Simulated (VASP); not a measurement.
A run of VASP 6.6.1:

Contents of INCAR:

```
ALGO = Normal
EDIFF = 1E-6
ENCUT = 520
GGA = PS
ISIF = 2
ISMEAR = 0
LASPH = True
LCHARG = True
LELF = True
LREAL = False
LVHAR = True
LWAVE = False
NBANDS = 16
NELM = 100
PREC = Accurate
SIGMA = 0.05
```

File KPOINTS:

```
k-points
0
Gamma
  12 12 4
```

Contents of POSCAR:

```
BN
1.0
    2.3992886386      0.0000000000      0.0000000000
   -1.1996443193      2.0778449120      0.0000000000
    0.0000000000      0.0000000000      6.7405502298
B N
2 2
Direct
    0.3333333333      0.6666666667      0.2500000000
    0.6666666667      0.3333333333      0.7500000000
    0.3333333333      0.6666666667      0.7500000000
    0.6666666667      0.3333333333      0.2500000000
```

Potentials or basis: VASP PAW PBE potentials, release 64 (B, N).

The run is started by

```bash
$ cat potpaw_PBE.64/B/POTCAR potpaw_PBE.64/N/POTCAR > POTCAR
$ mpirun -np 1 vasp_std > vasp.out
```

Hardware: 1 thread of AMD EPYC 9R45 96-Core Processor (Zen 5), on a shared host.

Task: How long does it take, and how much memory?

Result: Wall time 16 s on 1 thread of AMD EPYC 9R45 96-Core Processor (Zen 5), with other jobs on the host, peak memory 0.12 GiB. Counts: scf iterations 13, k points 57.
